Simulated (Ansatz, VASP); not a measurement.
## Two plane-wave programs on Cd2SeO

```
O Cd Se
1.0
     3.94490    0.00000    0.00000
     0.00000    3.94490    0.00000
     0.00000    0.00000    5.42630
O Cd Se
1 2 1
Direct
  0.00000 0.00000 0.00000
  0.00000 0.50000 0.80714
  0.50000 0.00000 0.19286
  0.50000 0.50000 0.50000
```

Alike in both runs: task single point; functional PBE; k mesh 6 × 6 × 4; occupations fermi-dirac, width 0.02 eV; no spin polarisation.

|  | VASP | Ansatz |
| --- | --- | --- |
| version | VASP 6.6.1 | Ansatz 0.2.0 |
| potentials or method | VASP PAW PBE potentials, release 64 (O, Cd, Se) | plane waves, PAW |
| plane-wave cutoff (eV) | 520 | 420 |
| valence electrons in the cell | 36 | 62 |

VASP gave:

* pressure (GPa): 5.2
* rms of the force components (eV/Å): 0.018

Estimate Ansatz's values.

pressure (GPa): 4.5; rms of the force components (eV/Å): 0.030.

With one functional, cell and mesh, what is left measures potentials, basis and numerics. VASP's potentials hold 36 valence electrons a cell and Ansatz's 62, so a difference there can come from the potentials and not from the codes.
